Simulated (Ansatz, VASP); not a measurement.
**CsPbCl3: VASP beside Ansatz**

Contents of POSCAR:

```
CsPbCl3
1.0
    5.6720389334      0.0000000000      0.0000000000
    0.0000000000      5.6720389334      0.0000000000
    0.0000000000      0.0000000000      5.6720389334
Cs Pb Cl
1 1 3
Direct
    0.0000000000      0.0000000000      0.0000000000
    0.5000000000      0.5000000000      0.5000000000
    0.5000000000      0.5000000000      0.0000000000
    0.0000000000      0.5000000000      0.5000000000
    0.5000000000      0.0000000000      0.5000000000
```

INCAR.step1

```
PREC = Accurate
ENCUT = 520
ISMEAR = 0
SIGMA = 0.02
LREAL = False
LASPH = True
NELM = 60
NBANDS = 30
GGA = PE
ALGO = Normal
EDIFF = 1E-4
LWAVE = True
LCHARG = False
```

The input INCAR.step2:

```
PREC = Accurate
ENCUT = 520
EDIFF = 1E-6
ISMEAR = 0
SIGMA = 0.02
LREAL = False
LASPH = True
NELM = 60
ALGO = Normal
ISIF = 2
LWAVE = False
LCHARG = False
METAGGA = R2SCAN
LMIXTAU = True
NBANDS = 30
ISTART = 1
```

KPOINTS

```
Automatic mesh
0
Gamma
  6 6 6
```

Input for Ansatz:

```yaml
crystal:
  lattice:
    - [5.6720389334, 0.0, 0.0]
    - [0.0, 5.6720389334, 0.0]
    - [0.0, 0.0, 5.6720389334]
  atoms:
    - { symbol: Cs, position: [0.0, 0.0, 0.0] }
    - { symbol: Pb, position: [0.5, 0.5, 0.5] }
    - { symbol: Cl, position: [0.5, 0.5, 0.0] }
    - { symbol: Cl, position: [0.0, 0.5, 0.5] }
    - { symbol: Cl, position: [0.5, 0.0, 0.5] }
basis:
  ecutwfc: 500
kpoints:
  mp_grid: { grid: [6, 6, 6] }
  band_path:
    path:
      - [[0.0, 0.0, 0.0], [0.0, 0.5, 0.0], [0.5, 0.5, 0.0], [0.0, 0.0, 0.0], [0.5, 0.5, 0.5], [0.0, 0.5, 0.0]]
      - [[0.5, 0.5, 0.5], [0.5, 0.5, 0.0]]
    npoints: 14
hamiltonian:
  xc: r2scan
scf:
  occupations: { method: gaussian, width: 0.02 }
  n_extra_bands: 12
output:
  forces: true
  stress: true
  eigenvalues: true
  populations: true
  dos: { projected: true, de: 0.02, nscf_kmesh: { grid: [9, 9, 9] } }
  bader: true
  write_density: true
  write_potential: true
  elf: true
  volumetric_format: npy
```

Alike in both runs: task single point; functional r2SCAN; k mesh 6 × 6 × 6; occupations gaussian, width 0.02 eV; no spin polarisation.

|  | VASP | Ansatz |
| --- | --- | --- |
| version | VASP 6.6.1 | Ansatz 0.2.0 |
| potentials or method | VASP PAW PBE potentials, release 64 (Cs_sv, Pb_d, Cl), cutoff 520 eV | scalar-relativistic, plane waves, PAW |
| valence electrons in the cell | 44 | 44 |

|  | VASP | Ansatz | Ansatz less VASP |
| --- | --- | --- | --- |
| gap on the k mesh at the Fermi level (eV) | 2.47 | 2.45 | -0.015 |
| least direct gap on the mesh (eV) | 2.47 | 2.45 | -0.015 |
| pressure (GPa) | 0.0 | 0.0 | +0.03 |

VASP's potentials were made for PBE, not for r2SCAN.

Neither program's run includes spin-orbit coupling.
